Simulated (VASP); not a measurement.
# WS2 in VASP: single point with PBEsol

Aim: the single point of WS2 with PBEsol.

Program: VASP 6.6.1. These are calculated values, not measurements. Logs are shortened: lines on timing, memory, paths and dates and some standing lists are left out, and cuts for length are marked.

## 1. The cell of the first run

The cell holds a slab with vacuum, 3 atoms: a = 3.193 Å, b = 3.115 Å, c = 17.747 Å, α = 88.94°, β = 91.32°, γ = 118.81°.

## 2. Single point, PBEsol (atoms moved at random and the cell strained at random)

INCAR

```
  PREC = Accurate
  ENCUT = 520
  EDIFF = 1E-6
  ISMEAR = 0
  SIGMA = 0.05
  LREAL = False
  LASPH = True
  NELM = 60
  ALGO = Normal
  ISIF = 2
  LWAVE = False
  LCHARG = False
  GGA = PS
  NBANDS = 20
```

KPOINTS

```
Automatic mesh
0
Gamma
  12 12 2
```

POSCAR

```
WS2
1.0
    3.1920855517      0.0553846137     -0.0375578797
   -1.5480782934      2.7034550958      0.0297559060
   -0.2024093593      0.0683095170     17.7455510836
W S
1 2
Direct
    0.3309897582      0.6330657609     -0.0045290988
    0.6278197187      0.3079042960      0.9087164587
    0.7078571897      0.3923632765      0.0958126401
```

Potentials or basis: VASP PAW PBE potentials, release 64 (W_sv, S).

The run is started by

```
cat potpaw_PBE.64/W_sv/POTCAR potpaw_PBE.64/S/POTCAR > POTCAR
mpirun -np 1 vasp_std > vasp.out
```

OUTCAR:

```text
PREC = Accurate
   ENCUT = 520
   EDIFF = 1E-6
   ISMEAR = 0
   LREAL = False
   LASPH = True
   NELM = 60
   ISIF = 2
   GGA = PS

 ion  position               nearest neighbor table
   1  0.331  0.633  0.995-   2 2.31   2 2.39   3 2.43   2 2.48   3 2.52   3 2.74
   2  0.628  0.308  0.909-   1 2.31   1 2.39   1 2.48
   3  0.708  0.392  0.096-   1 2.43   1 2.52   1 2.74

  LATTYP: Found a triclinic cell.
 ALAT       =     3.1154616466
 B/A-ratio  =     1.7535703613
 C/A-ratio  =     5.6963746905
 COS(alpha) =     0.0076664501
 COS(beta)  =     0.0185577828
 COS(gamma) =     0.8589266564

  Lattice vectors:

 A1 = (   1.5480782934,  -2.7034550958,  -0.0297559060)
 A2 = (  -0.0959289649,  -5.4622948053,  -0.0219539323)
 A3 = (   0.2024093593,  -0.0683095170, -17.7455510836)

Analysis of symmetry for initial positions (statically):
=====================================================================
 Subroutine PRICEL returns:
 Original cell was already a primitive cell.

 Routine SETGRP: Setting up the symmetry group for a
 triclinic supercell.

 Subroutine GETGRP returns: Found  1 space group operations
 (whereof  1 operations were pure point group operations)
 out of a pool of  2 trial point group operations.

The static configuration has the point symmetry C_1 .

Analysis of symmetry for dynamics (positions and initial velocities):
=====================================================================
 Subroutine PRICEL returns:
 Original cell was already a primitive cell.

 Routine SETGRP: Setting up the symmetry group for a
 triclinic supercell.

 Subroutine GETGRP returns: Found  1 space group operations
 (whereof  1 operations were pure point group operations)
 out of a pool of  2 trial point group operations.

The dynamic configuration has the point symmetry C_1 .

 Subroutine INISYM returns: Found  1 space group operations
 (whereof  1 operations are pure point group operations),
 and found     1 'primitive' translations

----------------------------------------------------------------------------------------

                                     Primitive cell

  volume of cell :     154.6362
[... 83 lines left out ...]
   ISTART =      0    job   : 0-new  1-cont  2-samecut
   ICHARG =      2    charge: 1-file 2-atom 10-const
   ISPIN  =      1    spin polarized calculation?
   LNONCOLLINEAR =      F non collinear calculations
   LSORBIT =      F    spin-orbit coupling
   LASPH  =      T    aspherical Exc in radial PAW
   ENCUT  =  520.0 eV  38.22 Ry    6.18 a.u.   5.94  5.79 33.00*2*pi/ulx,y,z
   NELM   =     60;   NELMIN=  2; NELMDL= -5     # of ELM steps
   EDIFF  = 0.1E-05   stopping-criterion for ELM
   LREAL  =      F    real-space projection
   EDIFFG = 0.1E-04   stopping-criterion for IOM
   NSW    =      0    number of steps for IOM
   IBRION =     -1    ionic relax: 0-MD 1-quasi-New 2-CG
   NFREE  =      0    steps in history (QN), initial steepest desc. (CG)
   ISIF   =      2    stress and relaxation
   ISYM   =      2    0-nonsym 1-usesym 2-fastsym
   POTIM  = 0.5000    time-step for ionic-motion
   TEBEG  =    0.0;   TEEND  =   0.0 temperature during run
   PSTRESS=    0.0 pullay stress
   NELECT =      26.0000    total number of electrons
   NUPDOWN=      -1.0000    fix difference up-down
   EMIN   =  10.00;   EMAX   =-10.00  energy-range for DOS
   EFERMI =   0.00;   METHOD = LEGACY
   ISMEAR =     0;   SIGMA  =   0.05  broadening in eV -4-tet -1-fermi 0-gaus
   EFERMI_NEDOS =   21; number of points for ismear=-14 and -15
   IALGO  =     38    algorithm
   IMIX   =      4    mixing-type and parameters
     AMIX     =   0.40;   BMIX     =  1.00
     AMIX_MAG =   1.60;   BMIX_MAG =  1.00
  volume/ion in A,a.u.               =      51.55       347.85
  Fermi-wavevector in a.u.,A,eV,Ry     =   0.903571  1.707501 11.108347  0.816440
  Thomas-Fermi vector in A             =   2.026913
   LORBIT       =      0    0 simple, 1 ext, 2 COOP (PROOUT), +10 PAW based schemes
   GGA     = PS    functional components
   LHFCALC =     F    Hartree Fock is set to
   AEXX    =    0.0000 exact exchange contribution
   IVDW    =     0    specifies the selected vdW correction
   LEPSILON=     F    determine dielectric tensor
   LRPA    =     F    only Hartree local field effects (RPA)
 non-spin polarized calculation
 Gauss-broadening in eV      SIGMA  =   0.05
  energy-cutoff  :      520.00
  volume of cell :      154.64
 maximum number of plane-waves:      4216
   NGX = 11   NGY = 11   NGZ = 65

 number of electron      26.0000003 magnetization

 Free energy of the ion-electron system (eV)
  ---------------------------------------------------
  ext. energy  EPLUGINS =         0.00000000
  ---------------------------------------------------
  free energy    TOTEN  =       -24.57454730 eV

  energy without entropy =      -24.57454730  energy(sigma->0) =      -24.57454730

 E-fermi :  -0.9865     XC(G=0):  -4.4418

 val. band max:       -1.3391024459   @ k =   0.3333   0.3333   0.0000
 cond. band min:       0.0761104755   @ k =   0.0833   0.1667   0.0000
 fundamental gap:      1.4152129214
 Fermi energy:        -0.9864823551

 k-point     1 :       0.0000    0.0000    0.0000
  band No.  band energies     occupation
      1     -75.4240      2.00000
      2     -39.6692      2.00000
      3     -39.4934      2.00000
      4     -39.4308      2.00000
      5     -15.8846      2.00000
      6     -14.4656      2.00000
[... 541 lines left out ...]
     19       6.3608      0.00000
     20       7.1534      0.00000

 [... further k-points ...]

------------------------ aborting loop because EDIFF is reached ----------------------------------------

  FORCE on cell =-STRESS in cart. coord.  units (eV):
  Direction    XX          YY          ZZ          XY          YZ          ZX
  --------------------------------------------------------------------------------------
  -------------------------------------------------------------------------------------
  Total       -2.2793625     -1.6024928     -4.3819723     -1.6034556     -2.0439762     -1.0287520
  in kB      -23.6163567    -16.6033454    -45.4013884    -16.6133206    -21.1775321    -10.6588466
  external PRESSURE =     -28.5403635 kB  Pullay stress =       0.0000000 kB

 VOLUME and BASIS-vectors are now :
 -----------------------------------------------------------------------------
  energy-cutoff  :      520.00
  volume of cell :      154.64
      direct lattice vectors                 reciprocal lattice vectors
     3.192085552  0.055384614 -0.037557880     0.310226699  0.177613555  0.002854805
    -1.548078293  2.703455096  0.029755906    -0.006372352  0.366264347 -0.001482578
    -0.202409359  0.068309517 17.745551084     0.000667270 -0.000238242  0.056360681

 POSITION                                       TOTAL-FORCE (eV/Angst)
 -----------------------------------------------------------------------------------
     -0.12498      1.79780     17.67159        -1.360042      1.660038      2.832849
      1.34346      0.92925     16.11126         1.045230     -0.270802     -0.206213
      1.63274      1.10649      1.68534         0.314812     -1.389236     -2.626637
 -----------------------------------------------------------------------------------
    total drift:                                0.000031      0.000067     -0.000208

  FREE ENERGIE OF THE ION-ELECTRON SYSTEM (eV)
  ---------------------------------------------------
  free  energy   TOTEN  =       -24.5745472970 eV

  energy  without entropy=      -24.5745472970  energy(sigma->0) =      -24.57454730
```

OSZICAR:

```text
N       E                     dE             d eps       ncg     rms          rms(c)
DAV:   1     0.171433839203E+03    0.17143E+03   -0.13754E+04  7104   0.107E+03
DAV:   2    -0.122901468699E+02   -0.18372E+03   -0.17886E+03  7732   0.252E+02
DAV:   3    -0.257425855514E+02   -0.13452E+02   -0.13350E+02  7812   0.657E+01
[... 15 lines left out ...]
DAV:  19    -0.245745162762E+02   -0.17725E-04   -0.31521E-07  5996   0.246E-03    0.311E-03
DAV:  20    -0.245745384901E+02   -0.22214E-04   -0.10684E-06  5668   0.297E-03    0.223E-03
DAV:  21    -0.245745431291E+02   -0.46390E-05   -0.15100E-07  5768   0.132E-03    0.830E-04
DAV:  22    -0.245745470702E+02   -0.39411E-05   -0.21597E-07  5416   0.121E-03    0.495E-04
DAV:  23    -0.245745472970E+02   -0.22688E-06   -0.62749E-09  4560   0.337E-04
   1 F= -.24574547E+02 E0= -.24574547E+02  d E =-.983558E-25
```

Run time: 13 min. Hardware: 1 thread of Intel Xeon Platinum 8375C at 2.90GHz (Ice Lake), shared host; peak memory 0.56 GiB.

Results:

```
Free energy            : -24.5745 eV
Largest force          : 3.554 eV/Å
Band gap on the k mesh : 1.42 eV (least direct gap 1.84 eV)
```

Forces in eV/Å, atoms in the order of the input:
```
W   -1.360  1.660  2.833
S    1.045 -0.271 -0.206
S    0.315 -1.389 -2.627
```

Levels at points of the mesh, in eV from the valence-band top:
| k point | band 11 | band 12 | band 13 | band 14 | band 15 | band 16 |
| --- | --- | --- | --- | --- | --- | --- |
| (0.00, 0.00, 0.00) | -1.46 | -0.57 | -0.20 | 1.79 | 2.44 | 3.07 |
| (0.50, 0.00, 0.00) | -2.46 | -1.31 | -0.12 | 2.75 | 3.05 | 3.38 |
| (0.00, 0.50, 0.00) | -2.03 | -1.26 | -0.58 | 2.59 | 2.87 | 3.39 |
| (0.50, 0.50, 0.00) | -2.61 | -1.33 | -0.69 | 2.73 | 3.16 | 3.64 |
| (0.00, 0.00, 0.50) | -1.46 | -0.57 | -0.20 | 1.79 | 2.44 | 3.07 |
| (0.50, 0.00, 0.50) | -2.46 | -1.31 | -0.12 | 2.75 | 3.05 | 3.38 |
| (0.00, 0.50, 0.50) | -2.03 | -1.26 | -0.58 | 2.59 | 2.87 | 3.39 |
| (0.50, 0.50, 0.50) | -2.61 | -1.33 | -0.69 | 2.73 | 3.16 | 3.64 |

Caveat: the cell differs from its parent crystal (atoms moved at random and the cell strained at random); the PAW data sets were made with another functional, which shifts forces and pressure a little; spin-orbit coupling is left out, which moves the levels of the heavy elements.
